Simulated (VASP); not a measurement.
A run of VASP 6.6.1:

INCAR

```
SYSTEM = MgO
PREC = Accurate
ENCUT = 520
EDIFF = 1E-7
ISMEAR = 0
SIGMA = 0.05
LREAL = .False.
LASPH = .True.
NELM = 100
ALGO = Normal
ISIF = 2
LWAVE = .False.
LCHARG = .False.
GGA = PE
NBANDS = 26
```

KPOINTS

```
regular mesh
0
Gamma
  9 9 2
  0 0 0
```

Contents of POSCAR:

```
MgO
1.0
    3.1712000000      0.0000000000      0.0000000000
   -1.5856000000      2.7463397605      0.0000000000
    0.0000000000      0.0000000000      9.6728000000
Mg O
4 4
Direct
    0.3333333333      0.6666666667      0.9694906392
    0.0000000000      0.0000000000      0.2208211786
    0.0000000000      0.0000000000      0.7208211786
    0.6666666667      0.3333333333      0.4694906392
    0.3333333333      0.6666666667      0.7800420079
    0.0000000000      0.0000000000      0.5296443544
    0.0000000000      0.0000000000      0.0296443544
    0.6666666667      0.3333333333      0.2800420079
```

Potentials or basis: VASP PAW PBE potentials, release 64 (Mg, O).

Launch:

```sh
$ cat potpaw_PBE.64/Mg/POTCAR potpaw_PBE.64/O/POTCAR > POTCAR
$ mpirun -np 1 vasp_std > vasp.out
```

Hardware: 1 thread of Intel(R) Xeon(R) 6975P-C (Granite Rapids), on a shared host.

Question: Estimate the wall time of this run.

Answer: Wall time 25 s on 1 thread of Intel(R) Xeon(R) 6975P-C (Granite Rapids) (shared host), peak memory 0.2 GiB. Counts: scf iterations 15, k points 24.
